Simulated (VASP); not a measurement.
Si, 4 atoms in the cell. It takes space group P6_3/mmc (No. 194, hexagonal). The conventional cell has a = 3.834 Å, b = 3.834 Å, c = 6.262 Å, α = 90.00°, β = 90.00°, γ = 120.00°. Within 3.1 Å of Si (site symmetry 3m) lie 4 Si at 2.34 to 2.35 Å.  This cell differs from its parent crystal: strained cell.

```yaml
Program: VASP 6.6.1
Task: relaxation of the atoms
Functional: PBEsol
Potentials_or_basis: VASP PAW PBE potentials, release 64 (Si)
Cutoff: 450 eV
k_mesh: 9 × 9 × 6
Occupations: gaussian, width 0.01 eV
Spin: no spin polarisation
Dipole_correction: no
Further_INCAR_settings: ALGO = Normal; EDIFF = 1e-07; IBRION = 2; EDIFFG = -0.002; NSW = 60
```

Potentials or basis: VASP PAW PBE potentials, release 64 (Si).

Launch:

```console
$ cat potpaw_PBE.64/Si/POTCAR > POTCAR
$ mpirun -np 1 vasp_std > vasp.out
```

Hardware: 1 thread of Intel Xeon 8259CL, on a shared host.

Task: How long does it take, and how much memory?

Result: Wall time 100 s on 1 thread of Intel Xeon 8259CL (shared host), peak memory 0.19 GiB. Counts: scf iterations 25, k points 48, ion steps 3.
